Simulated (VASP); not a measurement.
# SnPb2Se3 (Immm) in VASP: single point with PBEsol

Aim: the single point of SnPb2Se3 with PBEsol.

Everything below comes from runs of VASP 6.6.1. Logs are shortened: lines on timing, memory, paths and dates and some standing lists are left out, and cuts for length are marked.

**1. The cell of the first run**

The structure is orthorhombic, space group Immm (No. 71). The conventional cell has a = 4.274 Å, b = 6.051 Å, c = 12.840 Å, α = 90.00°, β = 90.00°, γ = 90.00°. Sn (site symmetry mmm) has 6 Se at 2.98 to 3.03 Å within 3.9 Å. Within 4.0 Å of Pb (site symmetry mm2) lie 6 Se at 3.03 to 3.06 Å. Within 4.0 Å of Se (site symmetry mmm) lie 2 Sn at 3.03 Å and 4 Pb at 3.04 Å. Within 3.9 Å of Se (site symmetry mm2) lie 2 Sn at 2.98 Å and 4 Pb at 3.03 to 3.06 Å.

**2. Single point, PBEsol**

File INCAR:

```
ALGO = Normal
EDIFF = 1E-7
ENCUT = 520
GGA = PS
ISIF = 2
ISMEAR = -1
LASPH = T
LCHARG = F
LREAL = F
LWAVE = F
NBANDS = 39
NELM = 60
PREC = Accurate
SIGMA = 0.03
```

File KPOINTS:

```
k-points
0
Gamma
  6 6 6
```

File POSCAR:

```
SnPb2Se3
1.0
   -2.1372323791      3.0254937718      6.4200702171
    2.1372323791     -3.0254937718      6.4200702171
    2.1372323791      3.0254937718     -6.4200702171
Sn Pb Se
1 2 3
Direct
    0.0000000000      0.0000000000      0.0000000000
    0.6679115891      0.6679115891      0.0000000000
    0.3320884109      0.3320884109      0.0000000000
    0.5000000000      0.0000000000      0.5000000000
    0.1614657549      0.6614657549      0.5000000000
    0.8385342451      0.3385342451      0.5000000000
```

Potentials or basis: VASP PAW PBE potentials, release 64 (Sn_d, Pb_d, Se).

Launch:

```console
$ cat potpaw_PBE.64/Sn_d/POTCAR potpaw_PBE.64/Pb_d/POTCAR potpaw_PBE.64/Se/POTCAR > POTCAR
$ mpirun -np 1 vasp_std > vasp.out
```

OUTCAR:

```text
EDIFF = 1E-7
   ENCUT = 520
   GGA = PS
   ISIF = 2
   ISMEAR = -1
   LASPH = T
   LREAL = F
   NELM = 60
   PREC = Accurate

 ion  position               nearest neighbor table
   1  0.000  0.000  0.000-   5 2.98   6 2.98   5 2.98   6 2.98   4 3.03   4 3.03
   2  0.668  0.668  0.000-   5 3.03   5 3.03   4 3.04   4 3.04   6 3.06   6 3.06
   3  0.332  0.332  0.000-   6 3.03   6 3.03   4 3.04   4 3.04   5 3.06   5 3.06
   4  0.500  0.000  0.500-   1 3.03   1 3.03   3 3.04   2 3.04   3 3.04   2 3.04
   5  0.161  0.661  0.500-   1 2.98   1 2.98   2 3.03   2 3.03   3 3.06   3 3.06
   6  0.839  0.339  0.500-   1 2.98   1 2.98   3 3.03   3 3.03   2 3.06   2 3.06

  LATTYP: Found a body centered orthorhombic cell.
 ALAT       =     4.2744647582
 B/A-ratio  =     1.4156129214
 C/A-ratio  =     3.0039177208

  Lattice vectors:

 A1 = (  -2.1372323791,   3.0254937718,   6.4200702171)
 A2 = (   2.1372323791,  -3.0254937718,   6.4200702171)
 A3 = (   2.1372323791,   3.0254937718,  -6.4200702171)

Analysis of symmetry for initial positions (statically):
=====================================================================
 Subroutine PRICEL returns:
 Original cell was already a primitive cell.

 Routine SETGRP: Setting up the symmetry group for a
 body centered orthorhombic supercell.

 Subroutine GETGRP returns: Found  8 space group operations
 (whereof  8 operations were pure point group operations)
 out of a pool of  8 trial point group operations.

The static configuration has the point symmetry D_2h.

Analysis of symmetry for dynamics (positions and initial velocities):
=====================================================================
 Subroutine PRICEL returns:
 Original cell was already a primitive cell.

 Routine SETGRP: Setting up the symmetry group for a
 body centered orthorhombic supercell.

 Subroutine GETGRP returns: Found  8 space group operations
 (whereof  8 operations were pure point group operations)
 out of a pool of  8 trial point group operations.

The dynamic configuration has the point symmetry D_2h.

 Subroutine INISYM returns: Found  8 space group operations
 (whereof  8 operations are pure point group operations),
 and found     1 'primitive' translations

[... 101 lines left out ...]
   NELM   =     60;   NELMIN=  2; NELMDL= -5     # of ELM steps
   EDIFF  = 0.1E-06   stopping-criterion for ELM
   LREAL  =      F    real-space projection
   EDIFFG = 0.1E-05   stopping-criterion for IOM
   NSW    =      0    number of steps for IOM
   IBRION =     -1    ionic relax: 0-MD 1-quasi-New 2-CG
   NFREE  =      0    steps in history (QN), initial steepest desc. (CG)
   ISIF   =      2    stress and relaxation
   ISYM   =      2    0-nonsym 1-usesym 2-fastsym
   POTIM  = 0.5000    time-step for ionic-motion
   TEBEG  =    0.0;   TEEND  =   0.0 temperature during run
   PSTRESS=    0.0 pullay stress
   NELECT =      60.0000    total number of electrons
   NUPDOWN=      -1.0000    fix difference up-down
   EMIN   =  10.00;   EMAX   =-10.00  energy-range for DOS
   EFERMI =   0.00;   METHOD = LEGACY
   ISMEAR =    -1;   SIGMA  =   0.03  broadening in eV -4-tet -1-fermi 0-gaus
   EFERMI_NEDOS =   21; number of points for ismear=-14 and -15
   IALGO  =     38    algorithm
   IMIX   =      4    mixing-type and parameters
     AMIX     =   0.40;   BMIX     =  1.00
     AMIX_MAG =   1.60;   BMIX_MAG =  1.00
  volume/ion in A,a.u.               =      27.68       186.76
  Fermi-wavevector in a.u.,A,eV,Ry     =   1.166029  2.203475 18.498800  1.359623
  Thomas-Fermi vector in A             =   2.302547
   LORBIT       =      0    0 simple, 1 ext, 2 COOP (PROOUT), +10 PAW based schemes
   GGA     = PS    functional components
   LHFCALC =     F    Hartree Fock is set to
   AEXX    =    0.0000 exact exchange contribution
   IVDW    =     0    specifies the selected vdW correction
   LEPSILON=     F    determine dielectric tensor
   LRPA    =     F    only Hartree local field effects (RPA)
 non-spin polarized calculation
  energy-cutoff  :      520.00
  volume of cell :      166.05
 maximum number of plane-waves:      4508
   NGX = 27   NGY = 27   NGZ = 27

 number of electron      60.0000001 magnetization

 Free energy of the ion-electron system (eV)
  ---------------------------------------------------
  ext. energy  EPLUGINS =         0.00000000
  ---------------------------------------------------
  free energy    TOTEN  =       -26.79389917 eV

  energy without entropy =      -26.79359457  energy(sigma->0) =      -26.79374687

 E-fermi :   5.4842     XC(G=0):  -9.8258

 val. band max:        5.3908383736   @ k =   0.5000   0.0000   0.0000
 cond. band min:       5.5723380778   @ k =   0.5000   0.0000   0.0000
 fundamental gap:      0.1814997042
 Fermi energy:         5.4842476250

 k-point     1 :       0.0000    0.0000    0.0000
  band No.  band energies     occupation
      1     -16.0455      2.00000
      2     -16.0393      2.00000
      3     -16.0352      2.00000
      4     -16.0302      2.00000
      5     -16.0257      2.00000
      6     -11.6290      2.00000
[... 997 lines left out ...]
     38       9.4725      0.00000
     39      10.7851      0.00000

 [... further k-points ...]

------------------------ aborting loop because EDIFF is reached ----------------------------------------

  FORCE on cell =-STRESS in cart. coord.  units (eV):
  Direction    XX          YY          ZZ          XY          YZ          ZX
  --------------------------------------------------------------------------------------
  -------------------------------------------------------------------------------------
  Total       -0.0116664     -0.0062125     -0.0066972      0.0000000      0.0000000      0.0000000
  in kB       -0.1125638     -0.0599422     -0.0646186      0.0000000      0.0000000      0.0000000
  external PRESSURE =      -0.0790415 kB  Pullay stress =       0.0000000 kB

 VOLUME and BASIS-vectors are now :
 -----------------------------------------------------------------------------
  energy-cutoff  :      520.00
  volume of cell :      166.05
      direct lattice vectors                 reciprocal lattice vectors
    -2.137232379  3.025493772  6.420070217     0.000000000  0.165262280  0.077880768
     2.137232379 -3.025493772  6.420070217     0.233947420  0.000000000  0.077880768
     2.137232379  3.025493772 -6.420070217     0.233947420  0.165262280  0.000000000

 POSITION                                       TOTAL-FORCE (eV/Angst)
 -----------------------------------------------------------------------------------
      0.00000      0.00000      0.00000         0.000000     -0.000000      0.000000
      0.00000      0.00000      8.57608         0.000000      0.000000      0.000427
      0.00000      0.00000      4.26406        -0.000000     -0.000000     -0.000427
      0.00000      3.02549      0.00000         0.000000     -0.000000      0.000000
      2.13723      0.00000      2.07324        -0.000000      0.000000      0.002015
      0.00000      3.02549      4.34683        -0.000000     -0.000000     -0.002015
 -----------------------------------------------------------------------------------
    total drift:                               -0.000000     -0.000000      0.000000

  FREE ENERGIE OF THE ION-ELECTRON SYSTEM (eV)
  ---------------------------------------------------
  free  energy   TOTEN  =       -26.7938991663 eV

  energy  without entropy=      -26.7935945697  energy(sigma->0) =      -26.79374687
```

stdout:

```text
POSCAR found type information on POSCAR SnPbSe
 POSCAR found :  3 types and       6 ions
 scaLAPACK will be used
 -----------------------------------------------------------------------------
|                                                                             |
|                                                                             |
|     You enforced a specific xc type in the INCAR file but a different       |
|     I HOPE YOU KNOW WHAT YOU ARE DOING!                                     |
|                                                                             |
 -----------------------------------------------------------------------------

 LDA part: xc-table for (Slater+PW92), standard interpolation
 POSCAR, INCAR and KPOINTS ok, starting setup
 FFT: planning ... GRIDC
 FFT: planning ... GRID_SOFT
 FFT: planning ... GRID
 WAVECAR not read
 entering main loop
```

It took 16 min on 1 thread of AMD EPYC 7R13, shared host; peak memory 0.57 GiB.

What came out:

```
Free energy            : -26.7939 eV
Pressure               : 0.0 GPa
Band gap on the k mesh : 0.18 eV
```

Forces on the atoms (eV/Å):
```
Sn   0.000  0.000  0.000
Pb   0.000  0.000  0.000
Pb   0.000  0.000  0.000
Se   0.000  0.000  0.000
Se   0.000  0.000  0.002
Se   0.000  0.000 -0.002
```

Caveat: the PAW data sets were made with another functional, which shifts forces and pressure a little; spin-orbit coupling is left out, which moves the levels of the heavy elements.
